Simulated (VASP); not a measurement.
# Al3H2 (P-3m1) in VASP: a series of runs

Al3H2 is run at these levels: PBE; tasks: single point.

All numbers are computed with VASP 6.6.1; they aren't measurements. Logs are shortened: lines on timing, memory, paths and dates and some standing lists are left out, and cuts for length are marked.

### 1 The cell of the first run

It takes space group P-3m1 (No. 164, trigonal). The conventional cell has a = 2.908 Å, b = 2.908 Å, c = 7.765 Å, α = 90.00°, β = 90.00°, γ = 120.00°. Within 2.5 Å of Al (site symmetry -3m) lie 6 H at 1.87 Å. Al (site symmetry 3m) has 3 H at 2.55 Å and 12 Al at 2.83 to 3.22 Å within 3.4 Å. H (site symmetry 3m) has 6 Al at 1.87 to 2.55 Å and 3 H at 2.36 Å within 2.6 Å.

### 2 Single point, PBE (atoms taken out)

INCAR

```
SYSTEM = Al3H2
  PREC = Accurate
  ENCUT = 520
  EDIFF = 1E-6
  ISMEAR = 0
  SIGMA = 0.2
  LREAL = .FALSE.
  LASPH = .TRUE.
  NELM = 100
  ALGO = Normal
  ISIF = 2
  LWAVE = .FALSE.
  LCHARG = .TRUE.
  GGA = PE
  LELF = .TRUE.
  LVHAR = .TRUE.
  NBANDS = 14
```

KPOINTS

```
regular mesh
0
G
  6 6 2
  0 0 0
```

POSCAR

```
Al3H2
1.0
    2.9079080278      0.0000000000      0.0000000000
   -1.4539540139      2.5183222240      0.0000000000
    0.0000000000      0.0000000000      7.7651096386
Al H
3 2
Direct
    0.0000000000      0.0000000000      0.0000000000
    0.3333333333      0.6666666667      0.3532209067
    0.6666666667      0.3333333333      0.6467790933
    0.3333333333      0.6666666667      0.8931079102
    0.6666666667      0.3333333333      0.1068920898
```

Potentials or basis: VASP PAW PBE potentials, release 64 (Al, H).

Run with:

```
$ cat potpaw_PBE.64/Al/POTCAR potpaw_PBE.64/H/POTCAR > POTCAR
$ mpirun -np 1 vasp_std > vasp.out
```

OUTCAR:

```text
SYSTEM = Al3H2
   PREC = Accurate
   ENCUT = 520
   EDIFF = 1E-6
   ISMEAR = 0
   LREAL = .FALSE.
   LASPH = .TRUE.
   NELM = 100
   ISIF = 2
   GGA = PE

 ion  position               nearest neighbor table
   1  0.000  0.000  0.000-   4 1.87   5 1.87   5 1.87   4 1.87   5 1.87   4 1.87   2 3.22   3 3.22
                             2 3.22   3 3.22   3 3.22   2 3.22
   2  0.333  0.667  0.353-   3 2.83   3 2.83   3 2.83   1 3.22   1 3.22   1 3.22
   3  0.667  0.333  0.647-   2 2.83   2 2.83   2 2.83   1 3.22   1 3.22   1 3.22
   4  0.333  0.667  0.893-   1 1.87   1 1.87   1 1.87
   5  0.667  0.333  0.107-   1 1.87   1 1.87   1 1.87

  LATTYP: Found a hexagonal cell.
 ALAT       =     2.9079080278
 C/A-ratio  =     2.6703422407

  Lattice vectors:

 A1 = (   2.9079080278,   0.0000000000,   0.0000000000)
 A2 = (  -1.4539540139,   2.5183222240,   0.0000000000)
 A3 = (   0.0000000000,   0.0000000000,   7.7651096386)

Analysis of symmetry for initial positions (statically):
=====================================================================
 Subroutine PRICEL returns:
 Original cell was already a primitive cell.

 Routine SETGRP: Setting up the symmetry group for a
 hexagonal supercell.

 Subroutine GETGRP returns: Found 12 space group operations
 (whereof 12 operations were pure point group operations)
 out of a pool of 24 trial point group operations.

The static configuration has the point symmetry D_3d.

Analysis of symmetry for dynamics (positions and initial velocities):
=====================================================================
 Subroutine PRICEL returns:
 Original cell was already a primitive cell.

 Routine SETGRP: Setting up the symmetry group for a
 hexagonal supercell.

 Subroutine GETGRP returns: Found 12 space group operations
 (whereof 12 operations were pure point group operations)
 out of a pool of 24 trial point group operations.

The dynamic configuration has the point symmetry D_3d.

 Subroutine INISYM returns: Found 12 space group operations
 (whereof 12 operations are pure point group operations),
 and found     1 'primitive' translations

----------------------------------------------------------------------------------------

                                     Primitive cell

  volume of cell :      56.8643

  direct lattice vectors                    reciprocal lattice vectors
     2.907908028  0.000000000  0.000000000     0.343889831  0.198544886  0.000000000
    -1.453954014  2.518322224  0.000000000     0.000000000  0.397089773  0.000000000
     0.000000000  0.000000000  7.765109639     0.000000000  0.000000000  0.128781182

  length of vectors
     2.907908028  2.907908028  7.765109639     0.397089773  0.397089773  0.128781182

  position of ions in fractional coordinates (direct lattice)
     0.000000000  0.000000000  0.000000000
     0.333333333  0.666666667  0.353220907
     0.666666667  0.333333333  0.646779093
     0.333333333  0.666666667  0.893107910
     0.666666667  0.333333333  0.106892090

  ion indices of the primitive-cell ions
   primitive index   ion index
                 1           1
                 2           2
                 3           3
                 4           4
                 5           5

----------------------------------------------------------------------------------------

 KPOINTS: regular mesh

Automatic generation of k-mesh.
 Grid dimensions read from file:
 generate k-points for:    6    6    2

 Generating k-lattice:

  Cartesian coordinates                     Fractional coordinates (reciprocal lattice)
     0.057314972  0.033090814  0.000000000     0.166666667  0.000000000  0.000000000
     0.000000000  0.066181629  0.000000000     0.000000000  0.166666667  0.000000000
     0.000000000  0.000000000  0.064390591     0.000000000  0.000000000  0.500000000

  Length of vectors
     0.066181629  0.066181629  0.064390591

  Shift w.r.t. Gamma in fractional coordinates (k-lattice)
     0.000000000  0.000000000  0.000000000

 Subroutine IBZKPT returns following result:
 ===========================================

 Found     14 irreducible k-points:

 Following reciprocal coordinates:
            Coordinates               Weight
  0.000000  0.000000  0.000000      1.000000
  0.166667 -0.000000  0.000000      6.000000
  0.333333 -0.000000  0.000000      6.000000
  0.500000 -0.000000  0.000000      3.000000
  0.166667  0.166667  0.000000      6.000000
  0.333333  0.166667  0.000000     12.000000
  0.333333  0.333333  0.000000      2.000000
  0.000000  0.000000  0.500000      1.000000
  0.166667 -0.000000  0.500000      6.000000
  0.333333 -0.000000  0.500000      6.000000
  0.500000 -0.000000  0.500000      3.000000
  0.166667  0.166667  0.500000      6.000000
  0.333333  0.166667  0.500000     12.000000
  0.333333  0.333333  0.500000      2.000000
   k-points           NKPTS =     14   k-points in BZ     NKDIM =     14   number of bands    NBANDS=     14
   number of dos      NEDOS =    301   number of ions     NIONS =      5
   total plane-waves  NPLWV =  34560
   dimension x,y,z NGX =    24 NGY =   24 NGZ =   60
   dimension x,y,z NGXF=    48 NGYF=   48 NGZF=  120
   ions per type =               3   2
   NGX,Y,Z   is equivalent  to a cutoff of  13.72, 13.72, 12.85 a.u.
   NGXF,Y,Z  is equivalent  to a cutoff of  27.44, 27.44, 25.69 a.u.
 SYSTEM =  Al3H2
   PREC   = accura    normal or accurate (medium, high low for compatibility)
   ISTART =      0    job   : 0-new  1-cont  2-samecut
   ICHARG =      2    charge: 1-file 2-atom 10-const
   ISPIN  =      1    spin polarized calculation?
   LNONCOLLINEAR =      F non collinear calculations
   LSORBIT =      F    spin-orbit coupling
   LASPH  =      T    aspherical Exc in radial PAW
   ENCUT  =  520.0 eV  38.22 Ry    6.18 a.u.   5.41  5.41 14.44*2*pi/ulx,y,z
   NELM   =    100;   NELMIN=  2; NELMDL= -5     # of ELM steps
   EDIFF  = 0.1E-05   stopping-criterion for ELM
   LREAL  =      F    real-space projection
   EDIFFG = 0.1E-04   stopping-criterion for IOM
   NSW    =      0    number of steps for IOM
   IBRION =     -1    ionic relax: 0-MD 1-quasi-New 2-CG
   NFREE  =      0    steps in history (QN), initial steepest desc. (CG)
   ISIF   =      2    stress and relaxation
   ISYM   =      2    0-nonsym 1-usesym 2-fastsym
   POTIM  = 0.5000    time-step for ionic-motion
   TEBEG  =    0.0;   TEEND  =   0.0 temperature during run
   PSTRESS=    0.0 pullay stress
   NELECT =      11.0000    total number of electrons
   NUPDOWN=      -1.0000    fix difference up-down
   EMIN   =  10.00;   EMAX   =-10.00  energy-range for DOS
   EFERMI =   0.00;   METHOD = LEGACY
   ISMEAR =     0;   SIGMA  =   0.20  broadening in eV -4-tet -1-fermi 0-gaus
   EFERMI_NEDOS =   21; number of points for ismear=-14 and -15
   IALGO  =     38    algorithm
   IMIX   =      4    mixing-type and parameters
     AMIX     =   0.40;   BMIX     =  1.00
     AMIX_MAG =   1.60;   BMIX_MAG =  1.00
  volume/ion in A,a.u.               =      11.37        76.75
  Fermi-wavevector in a.u.,A,eV,Ry     =   0.946802  1.789197 12.196728  0.896434
  Thomas-Fermi vector in A             =   2.074835
   LORBIT       =      0    0 simple, 1 ext, 2 COOP (PROOUT), +10 PAW based schemes
   GGA     = PE    functional components
   LHFCALC =     F    Hartree Fock is set to
   AEXX    =    0.0000 exact exchange contribution
   IVDW    =     0    specifies the selected vdW correction
   LEPSILON=     F    determine dielectric tensor
   LRPA    =     F    only Hartree local field effects (RPA)
 non-spin polarized calculation
 Gauss-broadening in eV      SIGMA  =   0.20
  energy-cutoff  :      520.00
  volume of cell :       56.86
 maximum number of plane-waves:      1565
 NGX is ok and might be reduce to    24
   NGX = 11   NGY = 11   NGZ = 29

 number of electron      11.0000000 magnetization

 Free energy of the ion-electron system (eV)
  ---------------------------------------------------
  ext. energy  EPLUGINS =         0.00000000
  ---------------------------------------------------
  free energy    TOTEN  =       -16.76460683 eV

  energy without entropy =      -16.74814911  energy(sigma->0) =      -16.75637797

 E-fermi :   7.3626     XC(G=0): -10.1284

 val. band max:        7.1197467243   @ k =   0.1667   0.1667   0.5000
 cond. band min:       7.4012757244   @ k =   0.1667   0.1667   0.0000
 fundamental gap:      0.2815290001
 Fermi energy:         7.3625679861

 k-point     1 :       0.0000    0.0000    0.0000
  band No.  band energies     occupation
      1      -5.2872      2.00000
      2      -2.1595      2.00000
      3      -1.6389      2.00000
      4       4.1218      2.00000
      5       5.8002      2.00000
      6      13.4520      0.00000
      7      16.7132      0.00000
      8      17.1108      0.00000
      9      17.1108      0.00000
     10      17.3192      0.00000
     11      17.5083      0.00000
     12      17.5083      0.00000
     13      18.1525      0.00000
     14      18.6200      0.00000

 k-point     2 :       0.1667   -0.0000    0.0000
  band No.  band energies     occupation
      1      -4.6738      2.00000
      2      -1.5253      2.00000
      3      -1.0510      2.00000
      4       4.5608      2.00000
      5       6.3823      2.00000
      6      10.4066      0.00000
      7      13.0083      0.00000
      8      13.4760      0.00000
      9      14.4949      0.00000
     10      15.0033      0.00000
     11      16.1950      0.00000
     12      16.9262      0.00000
     13      17.2329      0.00000
     14      17.4897      0.00000

 k-point     3 :       0.3333   -0.0000    0.0000
  band No.  band energies     occupation
      1      -2.8930      2.00000
      2       0.3438      2.00000
      3       0.5497      2.00000
      4       4.5005      2.00000
      5       6.6796      2.00000
      6       8.0859      0.00000
      7       8.5059      0.00000
      8       8.9540      0.00000
      9      12.4881      0.00000
     10      12.8150      0.00000
     11      14.3429      0.00000
     12      14.5505      0.00000
     13      15.6480      0.00000
     14      15.7869      0.00000

 k-point     4 :       0.5000   -0.0000    0.0000
  band No.  band energies     occupation
      1      -0.7589      2.00000
      2       0.6170      2.00000
      3       3.2787      2.00000
      4       3.3983      2.00000
      5       4.4886      2.00000
      6       4.7046      2.00000
      7       9.3221      0.00000
      8      10.3742      0.00000
      9      11.0812      0.00000
     10      11.6295      0.00000
     11      12.2558      0.00000
     12      13.2431      0.00000
     13      14.0018      0.00000
     14      15.2169      0.00000

 k-point     5 :       0.1667    0.1667    0.0000
  band No.  band energies     occupation
      1      -3.4734      2.00000
      2      -0.2703      2.00000
      3       0.0654      2.00000
      4       5.0180      2.00000
      5       7.4013      0.78431
      6       8.3270      0.00000
      7       9.3223      0.00000
      8      10.9369      0.00000
      9      11.1540      0.00000
     10      11.8325      0.00000
     11      12.0792      0.00000
[... 106 lines left out ...]
 k-point    12 :       0.1667    0.1667    0.5000
  band No.  band energies     occupation
      1      -3.3968      2.00000
      2      -1.2024      2.00000
      3       1.9226      2.00000
      4       3.2439      2.00000
      5       7.1197      1.91402
      6       9.1751      0.00000
      7      10.1840      0.00000
      8      10.3082      0.00000
      9      11.8074      0.00000
     10      12.9695      0.00000
     11      13.2901      0.00000
     12      14.1109      0.00000
     13      14.8632      0.00000
     14      14.9100      0.00000

 k-point    13 :       0.3333    0.1667    0.5000
  band No.  band energies     occupation
      1      -1.2048      2.00000
      2       0.9385      2.00000
      3       2.4281      2.00000
      4       5.1234      2.00000
      5       5.2052      2.00000
      6       6.0015      2.00000
      7       7.8140      0.00141
      8       8.9136      0.00000
      9       9.2413      0.00000
     10       9.8192      0.00000
     11      12.9014      0.00000
     12      12.9534      0.00000
     13      14.1466      0.00000
     14      15.6842      0.00000

 k-point    14 :       0.3333    0.3333    0.5000
  band No.  band energies     occupation
      1       0.7320      2.00000
      2       0.7320      2.00000
      3       4.6611      2.00000
      4       4.6611      2.00000
      5       4.7270      2.00000
      6       4.7882      2.00000
      7       7.7921      0.00239
      8       7.7921      0.00239
      9       9.2037      0.00000
     10       9.4828      0.00000
     11       9.4828      0.00000
     12       9.5087      0.00000
     13      16.1371      0.00000
     14      16.1371      0.00000

------------------------ aborting loop because EDIFF is reached ----------------------------------------

  FORCE on cell =-STRESS in cart. coord.  units (eV):
  Direction    XX          YY          ZZ          XY          YZ          ZX
  --------------------------------------------------------------------------------------
  -------------------------------------------------------------------------------------
  Total       -0.1329043     -0.1329043      0.0892134      0.0000000     -0.0000000      0.0000000
  in kB       -3.7446403     -3.7446403      2.5136283      0.0000000     -0.0000000      0.0000000
  external PRESSURE =      -1.6585507 kB  Pullay stress =       0.0000000 kB

 VOLUME and BASIS-vectors are now :
 -----------------------------------------------------------------------------
  energy-cutoff  :      520.00
  volume of cell :       56.86
      direct lattice vectors                 reciprocal lattice vectors
     2.907908028  0.000000000  0.000000000     0.343889831  0.198544886  0.000000000
    -1.453954014  2.518322224  0.000000000     0.000000000  0.397089773  0.000000000
     0.000000000  0.000000000  7.765109639     0.000000000  0.000000000  0.128781182

 POSITION                                       TOTAL-FORCE (eV/Angst)
 -----------------------------------------------------------------------------------
      0.00000      0.00000      0.00000        -0.000000      0.000000     -0.000000
     -0.00000      1.67888      2.74280         0.000000     -0.000000     -0.014110
      1.45395      0.83944      5.02231        -0.000000      0.000000      0.014110
     -0.00000      1.67888      6.93508        -0.000000      0.000000     -0.007244
      1.45395      0.83944      0.83003         0.000000     -0.000000      0.007244
 -----------------------------------------------------------------------------------
    total drift:                                0.000000     -0.000000     -0.000000

  FREE ENERGIE OF THE ION-ELECTRON SYSTEM (eV)
  ---------------------------------------------------
  free  energy   TOTEN  =       -16.7646068341 eV

  energy  without entropy=      -16.7481491097  energy(sigma->0) =      -16.75637797
```

Run time: 5.8 s. Hardware: 1 thread of Intel Xeon 6975P-C (Granite Rapids), shared host; peak memory 0.17 GiB.

Results:

- Free energy: -16.7646 eV
- Pressure: -0.2 GPa
- Largest force: 0.014 eV/Å
- Band gap on the k mesh: zero (an odd number of electrons rules out a gap without spin polarisation)

Forces on the atoms (eV/Å):
```
Al   0.000  0.000  0.000
Al   0.000  0.000 -0.014
Al   0.000  0.000  0.014
H    0.000  0.000 -0.007
H    0.000  0.000  0.007
```

Levels at points of the mesh, in eV from the Fermi level:
```csv
k point,band 1,band 2,band 3,band 4,band 5,band 6,band 7,band 8,band 9,band 10
"(0.00, 0.00, 0.00)",-12.65,-9.52,-9.00,-3.24,-1.56,6.09,9.35,9.75,9.75,9.96
"(0.50, 0.00, 0.00)",-8.12,-6.75,-4.08,-3.96,-2.87,-2.66,1.96,3.01,3.72,4.27
"(0.00, 0.00, 0.50)",-12.56,-10.44,-6.91,-5.97,1.45,3.90,8.10,9.89,9.95,9.95
"(0.50, 0.00, 0.50)",-8.09,-6.72,-4.55,-4.46,-1.98,-0.70,0.08,0.26,4.60,5.14
```

Caveat: the k points lie up to 0.42 Å⁻¹ apart, too coarse for converged energies and pressures of a metal; the cell differs from its parent crystal (atoms taken out).

### 3 Single point, PBE (with an interstitial atom)

INCAR

```
  ALGO = Normal
  EDIFF = 1E-6
  ENCUT = 520
  GGA = PE
  ISIF = 2
  ISMEAR = 0
  LASPH = T
  LCHARG = T
  LELF = T
  LREAL = F
  LVHAR = T
  LWAVE = F
  NBANDS = 14
  NELM = 60
  PREC = Accurate
  SIGMA = 0.2
```

KPOINTS

```
k-points
0
Gamma
  6 6 2
```

POSCAR

```
Al3H2
1.0
    2.8567066387      0.0000000000      0.0000000000
   -1.4283533194      2.4739805203      0.0000000000
    0.0000000000      0.0000000000      8.4519029548
Al H
3 2
Direct
    0.0000000000      0.0000000000      0.0000000000
    0.3333333333      0.6666666667      0.3676006823
    0.6666666667      0.3333333333      0.6323993177
    0.0000000000      0.0000000000      0.7848926480
    0.0000000000      0.0000000000      0.2151073520
```

Potentials or basis: VASP PAW PBE potentials, release 64 (Al, H).

Run with:

```
$ cat potpaw_PBE.64/Al/POTCAR potpaw_PBE.64/H/POTCAR > POTCAR
$ mpirun -np 1 vasp_std > vasp.out
```

It took 6.1 s on 1 thread of Intel Xeon 6975P-C (Granite Rapids), shared host; peak memory 0.18 GiB.

The run converged. Its results:

- Free energy: -16.8175 eV
- Pressure: -0.1 GPa
- Largest force: 0.019 eV/Å
- Band gap on the k mesh: zero (an odd number of electrons rules out a gap without spin polarisation)

Forces in eV/Å, atoms in the order of the input:
```
Al   0.000  0.000  0.000
Al   0.000  0.000 -0.019
Al   0.000  0.000  0.019
H    0.000  0.000  0.006
H    0.000  0.000 -0.006
```

Stress tensor (GPa, compression positive):
```
-0.16  0.00  0.00
 0.00 -0.16  0.00
 0.00  0.00 -0.06
```

Levels at points of the mesh, in eV from the Fermi level:
```tsv
k point	band 2	band 3	band 4	band 5	band 6	band 7	band 8	band 9
(0.00, 0.00, 0.00)	-10.00	-9.02	-4.20	-2.87	5.29	5.94	10.05	10.87
(0.50, 0.00, 0.00)	-6.09	-4.87	-3.39	-2.94	-1.97	0.95	1.85	2.67
(0.00, 0.00, 0.50)	-10.91	-7.13	-6.83	0.24	1.33	9.06	9.56	11.02
(0.50, 0.00, 0.50)	-6.60	-4.74	-3.64	-2.48	-1.01	-0.57	0.65	4.15
```

Caveat: the k points lie up to 0.42 Å⁻¹ apart, too coarse for converged energies and pressures of a metal; the cell differs from its parent crystal (with an interstitial atom).
